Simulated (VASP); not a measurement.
# WC3 (P6_3/mmc) in VASP: single point with PBE

Aim: the single point of WC3 with PBE.

All numbers are computed with VASP 6.6.1; they aren't measurements. Logs are shortened: lines on timing, memory, paths and dates and some standing lists are left out, and cuts for length are marked.

## 1. The cell of the first run

The structure is hexagonal, space group P6_3/mmc (No. 194). Conventional cell: a = 4.463 Å, b = 4.463 Å, c = 4.289 Å, α = 90.00°, β = 90.00°, γ = 120.00°. W (site symmetry -6m2) has 12 C at 2.27 to 2.32 Å within 3.0 Å. C (site symmetry mm2) has 2 C at 1.54 Å within 2.1 Å.

## 2. Single point, PBE

Input file INCAR:

```
SYSTEM = WC3
ALGO = Normal
EDIFF = 1E-6
ENCUT = 910
GGA = PE
GGA_COMPAT = .False.
ISIF = 2
ISMEAR = 0
LASPH = .True.
LCHARG = .True.
LELF = .True.
LREAL = .False.
LVHAR = .True.
LWAVE = .False.
NBANDS = 36
NELM = 120
PREC = Accurate
SIGMA = 0.1
```

Input file KPOINTS:

```
k-points
0
Gamma
  12 12 10
  0 0 0
```

Input file POSCAR:

```
WC3
1.0
    4.4628686308      0.0000000000      0.0000000000
   -2.2314343154      3.8649576081      0.0000000000
    0.0000000000      0.0000000000      4.2892461766
W C
2 6
Direct
    0.3333333333      0.6666666667      0.2500000000
    0.6666666667      0.3333333333      0.7500000000
    0.7818751631      0.5637503262      0.2500000000
    0.2181248369      0.7818751631      0.7500000000
    0.4362496738      0.2181248369      0.2500000000
    0.2181248369      0.4362496738      0.7500000000
    0.7818751631      0.2181248369      0.2500000000
    0.5637503262      0.7818751631      0.7500000000
```

Potentials or basis: VASP PAW PBE potentials, release 64 (W_sv, C_h).

On the command line:

```
$ cat potpaw_PBE.64/W_sv/POTCAR potpaw_PBE.64/C_h/POTCAR > POTCAR
$ mpirun -np 1 vasp_std > vasp.out
```

OUTCAR:

```text
SYSTEM = WC3
   EDIFF = 1E-6
   ENCUT = 910
   GGA = PE
   ISIF = 2
   ISMEAR = 0
   LASPH = .True.
   LREAL = .False.
   NELM = 120
   PREC = Accurate

 ion  position               nearest neighbor table
   1  0.333  0.667  0.250-   3 2.27   5 2.27   7 2.27   7 2.27   3 2.27   5 2.27   4 2.32   4 2.32
                             8 2.32   8 2.32   6 2.32   6 2.32   2 3.35   2 3.35   2 3.35   2 3.35
   2  0.667  0.333  0.750-   6 2.27   8 2.27   4 2.27   4 2.27   6 2.27   8 2.27   7 2.32   7 2.32
                             5 2.32   5 2.32   3 2.32   3 2.32   1 3.35   1 3.35   1 3.35   1 3.35
   3  0.782  0.564  0.250-   1 2.27   1 2.27   2 2.32   2 2.32
   4  0.218  0.782  0.750-   2 2.27   2 2.27   1 2.32   1 2.32
   5  0.436  0.218  0.250-   1 2.27   1 2.27   2 2.32   2 2.32
   6  0.218  0.436  0.750-   2 2.27   2 2.27   1 2.32   1 2.32
   7  0.782  0.218  0.250-   1 2.27   1 2.27   2 2.32   2 2.32
   8  0.564  0.782  0.750-   2 2.27   2 2.27   1 2.32   1 2.32

  LATTYP: Found a hexagonal cell.
 ALAT       =     4.4628686308
 C/A-ratio  =     0.9610962212

  Lattice vectors:

 A1 = (   4.4628686308,   0.0000000000,   0.0000000000)
 A2 = (  -2.2314343154,   3.8649576081,   0.0000000000)
 A3 = (   0.0000000000,   0.0000000000,   4.2892461766)

Analysis of symmetry for initial positions (statically):
=====================================================================
 Subroutine PRICEL returns:
 Original cell was already a primitive cell.

 Routine SETGRP: Setting up the symmetry group for a
 hexagonal supercell.

 Subroutine GETGRP returns: Found 24 space group operations
 (whereof 12 operations were pure point group operations)
 out of a pool of 24 trial point group operations.

The static configuration has the point symmetry D_3d.
 The point group associated with its full space group is D_6h.

Analysis of symmetry for dynamics (positions and initial velocities):
=====================================================================
 Subroutine PRICEL returns:
 Original cell was already a primitive cell.

 Routine SETGRP: Setting up the symmetry group for a
 hexagonal supercell.

 Subroutine GETGRP returns: Found 24 space group operations
 (whereof 12 operations were pure point group operations)
 out of a pool of 24 trial point group operations.

The dynamic configuration has the point symmetry D_3d.
 The point group associated with its full space group is D_6h.

 Subroutine INISYM returns: Found 24 space group operations
 (whereof 12 operations are pure point group operations),
 and found     1 'primitive' translations

----------------------------------------------------------------------------------------

                                     Primitive cell

  volume of cell :      73.9843

  direct lattice vectors                    reciprocal lattice vectors
     4.462868631  0.000000000  0.000000000     0.224071126  0.129367525  0.000000000
    -2.231434315  3.864957608  0.000000000     0.000000000  0.258735050  0.000000000
     0.000000000  0.000000000  4.289246177     0.000000000  0.000000000  0.233141200

  length of vectors
     4.462868631  4.462868631  4.289246177     0.258735050  0.258735050  0.233141200

  position of ions in fractional coordinates (direct lattice)
     0.333333333  0.666666667  0.250000000
     0.666666667  0.333333333  0.750000000
     0.781875163  0.563750326  0.250000000
     0.218124837  0.781875163  0.750000000
     0.436249674  0.218124837  0.250000000
     0.218124837  0.436249674  0.750000000
     0.781875163  0.218124837  0.250000000
     0.563750326  0.781875163  0.750000000

  ion indices of the primitive-cell ions
   primitive index   ion index
                 1           1
                 2           2
                 3           3
                 4           4
                 5           5
                 6           6
                 7           7
                 8           8

----------------------------------------------------------------------------------------

 KPOINTS: k-points

Automatic generation of k-mesh.
 Grid dimensions read from file:
 generate k-points for:   12   12   10

 Generating k-lattice:

  Cartesian coordinates                     Fractional coordinates (reciprocal lattice)
     0.018672594  0.010780627  0.000000000     0.083333333  0.000000000  0.000000000
     0.000000000  0.021561254  0.000000000     0.000000000  0.083333333  0.000000000
     0.000000000  0.000000000  0.023314120     0.000000000  0.000000000  0.100000000

  Length of vectors
     0.021561254  0.021561254  0.023314120

  Shift w.r.t. Gamma in fractional coordinates (k-lattice)
     0.000000000  0.000000000  0.000000000

 Subroutine IBZKPT returns following result:
 ===========================================

 Found    114 irreducible k-points:

 Following reciprocal coordinates:
            Coordinates               Weight
  0.000000  0.000000  0.000000      1.000000
  0.083333 -0.000000  0.000000      6.000000
  0.166667 -0.000000  0.000000      6.000000
  0.250000  0.000000  0.000000      6.000000
  0.333333  0.000000  0.000000      6.000000
  0.416667  0.000000  0.000000      6.000000
[... 16 lines left out ...]
  0.250000  0.000000  0.100000     12.000000
  0.333333  0.000000  0.100000     12.000000
 [... further k-points ...]
   k-points           NKPTS =    114   k-points in BZ     NKDIM =    114   number of bands    NBANDS=     36
   number of dos      NEDOS =    301   number of ions     NIONS =      8
   total plane-waves  NPLWV =  96768
   dimension x,y,z NGX =    48 NGY =   48 NGZ =   42
   dimension x,y,z NGXF=    96 NGYF=   96 NGZF=   84
   ions per type =               2   6
   NGX,Y,Z   is equivalent  to a cutoff of  17.88, 17.88, 16.28 a.u.
   NGXF,Y,Z  is equivalent  to a cutoff of  35.76, 35.76, 32.56 a.u.
 SYSTEM =  WC3
   PREC   = accura    normal or accurate (medium, high low for compatibility)
   ISTART =      0    job   : 0-new  1-cont  2-samecut
   ICHARG =      2    charge: 1-file 2-atom 10-const
   ISPIN  =      1    spin polarized calculation?
   LNONCOLLINEAR =      F non collinear calculations
   LSORBIT =      F    spin-orbit coupling
   LASPH  =      T    aspherical Exc in radial PAW
   ENCUT  =  910.0 eV  66.88 Ry    8.18 a.u.  10.98 10.98 10.55*2*pi/ulx,y,z
   NELM   =    120;   NELMIN=  2; NELMDL= -5     # of ELM steps
   EDIFF  = 0.1E-05   stopping-criterion for ELM
   LREAL  =      F    real-space projection
   EDIFFG = 0.1E-04   stopping-criterion for IOM
   NSW    =      0    number of steps for IOM
   IBRION =     -1    ionic relax: 0-MD 1-quasi-New 2-CG
   NFREE  =      0    steps in history (QN), initial steepest desc. (CG)
   ISIF   =      2    stress and relaxation
   ISYM   =      2    0-nonsym 1-usesym 2-fastsym
   POTIM  = 0.5000    time-step for ionic-motion
   TEBEG  =    0.0;   TEEND  =   0.0 temperature during run
   PSTRESS=    0.0 pullay stress
   NELECT =      52.0000    total number of electrons
   NUPDOWN=      -1.0000    fix difference up-down
   EMIN   =  10.00;   EMAX   =-10.00  energy-range for DOS
   EFERMI =   0.00;   METHOD = LEGACY
   ISMEAR =     0;   SIGMA  =   0.10  broadening in eV -4-tet -1-fermi 0-gaus
   EFERMI_NEDOS =   21; number of points for ismear=-14 and -15
   IALGO  =     38    algorithm
   IMIX   =      4    mixing-type and parameters
     AMIX     =   0.40;   BMIX     =  1.00
     AMIX_MAG =   1.60;   BMIX_MAG =  1.00
  volume/ion in A,a.u.               =       9.25        62.41
  Fermi-wavevector in a.u.,A,eV,Ry     =   1.455557  2.750605 28.825948  2.118647
  Thomas-Fermi vector in A             =   2.572578
   LORBIT       =      0    0 simple, 1 ext, 2 COOP (PROOUT), +10 PAW based schemes
   GGA     = PE    functional components
   LHFCALC =     F    Hartree Fock is set to
   AEXX    =    0.0000 exact exchange contribution
   IVDW    =     0    specifies the selected vdW correction
   LEPSILON=     F    determine dielectric tensor
   LRPA    =     F    only Hartree local field effects (RPA)
 non-spin polarized calculation
 Gauss-broadening in eV      SIGMA  =   0.10
  energy-cutoff  :      910.00
  volume of cell :       73.98
 maximum number of plane-waves:      4653
 NGX is ok and might be reduce to    48
   NGX = 21   NGY = 21   NGZ = 21

 number of electron      52.0000002 magnetization

 Free energy of the ion-electron system (eV)
  ---------------------------------------------------
  ext. energy  EPLUGINS =         0.00000000
  ---------------------------------------------------
  free energy    TOTEN  =       -68.37018493 eV

  energy without entropy =      -68.35703149  energy(sigma->0) =      -68.36360821

 E-fermi :   9.7415     XC(G=0): -12.7500

 val. band max:        9.7391959316   @ k =   0.5000   0.0000   0.4000
 cond. band min:       9.7431850940   @ k =   0.0833   0.0833   0.5000
 fundamental gap:      0.0039891624
 Fermi energy:         9.7415468280

 k-point     1 :       0.0000    0.0000    0.0000
  band No.  band energies     occupation
      1     -65.4131      2.00000
      2     -65.4002      2.00000
      3     -29.8622      2.00000
      4     -29.7099      2.00000
      5     -29.6381      2.00000
      6     -29.6381      2.00000
[... 28 lines left out ...]
     35      14.7319      0.00000
     36      16.3969      0.00000

 k-point     2 :       0.0833   -0.0000    0.0000
  band No.  band energies     occupation
      1     -65.4129      2.00000
      2     -65.4004      2.00000
      3     -29.8599      2.00000
      4     -29.7122      2.00000
      5     -29.6392      2.00000
      6     -29.6374      2.00000
[... 28 lines left out ...]
     35      15.1366      0.00000
     36      16.3851      0.00000

 k-point     3 :       0.1667   -0.0000    0.0000
  band No.  band energies     occupation
      1     -65.4123      2.00000
      2     -65.4010      2.00000
      3     -29.8531      2.00000
      4     -29.7188      2.00000
      5     -29.6422      2.00000
      6     -29.6355      2.00000
[... 28 lines left out ...]
     35      15.9733      0.00000
     36      16.0176      0.00000

 k-point     4 :       0.2500    0.0000    0.0000
  band No.  band energies     occupation
      1     -65.4114      2.00000
      2     -65.4019      2.00000
      3     -29.8426      2.00000
      4     -29.7291      2.00000
      5     -29.6461      2.00000
      6     -29.6326      2.00000
[... 28 lines left out ...]
     35      15.3650      0.00000
     36      16.0284      0.00000

 k-point     5 :       0.3333    0.0000    0.0000
  band No.  band energies     occupation
      1     -65.4104      2.00000
      2     -65.4029      2.00000
      3     -29.8297      2.00000
      4     -29.7418      2.00000
      5     -29.6499      2.00000
      6     -29.6290      2.00000
[... 655 lines left out ...]
 k-point    22 :       0.1667   -0.0000    0.1000
  band No.  band energies     occupation
      1     -65.4120      2.00000
      2     -65.4013      2.00000
      3     -29.8531      2.00000
      4     -29.7256      2.00000
      5     -29.6394      2.00000
      6     -29.6321      2.00000
[... 28 lines left out ...]
     35      15.8457      0.00000
     36      16.0129      0.00000

 k-point    23 :       0.2500    0.0000    0.1000
  band No.  band energies     occupation
      1     -65.4112      2.00000
      2     -65.4021      2.00000
      3     -29.8441      2.00000
      4     -29.7365      2.00000
      5     -29.6431      2.00000
      6     -29.6284      2.00000
[... 28 lines left out ...]
     35      15.4857      0.00000
     36      15.6180      0.00000

 k-point    24 :       0.3333    0.0000    0.1000
  band No.  band energies     occupation
      1     -65.4102      2.00000
      2     -65.4031      2.00000
      3     -29.8328      2.00000
      4     -29.7495      2.00000
      5     -29.6467      2.00000
      6     -29.6240      2.00000
[... 28 lines left out ...]
     35      14.9752      0.00000
     36      15.3107      0.00000

 [... further k-points ...]

------------------------ aborting loop because EDIFF is reached ----------------------------------------

  FORCE on cell =-STRESS in cart. coord.  units (eV):
  Direction    XX          YY          ZZ          XY          YZ          ZX
  --------------------------------------------------------------------------------------
  -------------------------------------------------------------------------------------
  Total        0.2539089      0.2539089      0.3978245     -0.0000000      0.0000000      0.0000000
  in kB        5.4985569      5.4985569      8.6151388     -0.0000000      0.0000000      0.0000000
  external PRESSURE =       6.5374175 kB  Pullay stress =       0.0000000 kB

 VOLUME and BASIS-vectors are now :
 -----------------------------------------------------------------------------
  energy-cutoff  :      910.00
  volume of cell :       73.98
      direct lattice vectors                 reciprocal lattice vectors
     4.462868631  0.000000000  0.000000000     0.224071126  0.129367525  0.000000000
    -2.231434315  3.864957608  0.000000000     0.000000000  0.258735050  0.000000000
     0.000000000  0.000000000  4.289246177     0.000000000  0.000000000  0.233141200

 POSITION                                       TOTAL-FORCE (eV/Angst)
 -----------------------------------------------------------------------------------
     -0.00000      2.57664      1.07231         0.000000     -0.000000      0.000000
      2.23143      1.28832      3.21693        -0.000000     -0.000000      0.000000
      2.23143      2.17887      1.07231        -0.000000      0.029817     -0.000000
     -0.77124      3.02191      3.21693        -0.025822      0.014908      0.000000
      1.46019      0.84304      1.07231        -0.025822     -0.014908      0.000000
      0.00000      1.68609      3.21693         0.000000     -0.029817      0.000000
      3.00267      0.84304      1.07231         0.025822     -0.014908     -0.000000
      0.77124      3.02191      3.21693         0.025822      0.014908     -0.000000
 -----------------------------------------------------------------------------------
    total drift:                                0.000000     -0.000000      0.000000

  FREE ENERGIE OF THE ION-ELECTRON SYSTEM (eV)
  ---------------------------------------------------
  free  energy   TOTEN  =       -68.3701849298 eV

  energy  without entropy=      -68.3570314920  energy(sigma->0) =      -68.36360821
```

It took 6.2 min on 1 thread of Intel Xeon 6975P-C (Granite Rapids), shared host; peak memory 0.67 GiB.

Results:

| Quantity | Value |
| --- | --- |
| Free energy | -68.3702 eV |
| Pressure | 0.7 GPa |
| Largest force | 0.030 eV/Å |
| Band gap on the k mesh | zero (bands 26 and 27 overlap by 1.25 eV) |

Forces in eV/Å, atoms in the order of the input:
```
W    0.000  0.000  0.000
W    0.000  0.000  0.000
C    0.000  0.030  0.000
C   -0.026  0.015  0.000
C   -0.026 -0.015  0.000
C    0.000 -0.030  0.000
C    0.026 -0.015  0.000
C    0.026  0.015  0.000
```

Stress tensor (GPa, compression positive):
```
0.55 0.00 0.00
0.00 0.55 0.00
0.00 0.00 0.86
```

Caveat: the cutoff is under 1.25 times the usual one of these potentials, so pressure, stress and relaxed cells hold a basis-set (Pulay) error; spin-orbit coupling is left out, which moves the levels of the heavy elements.
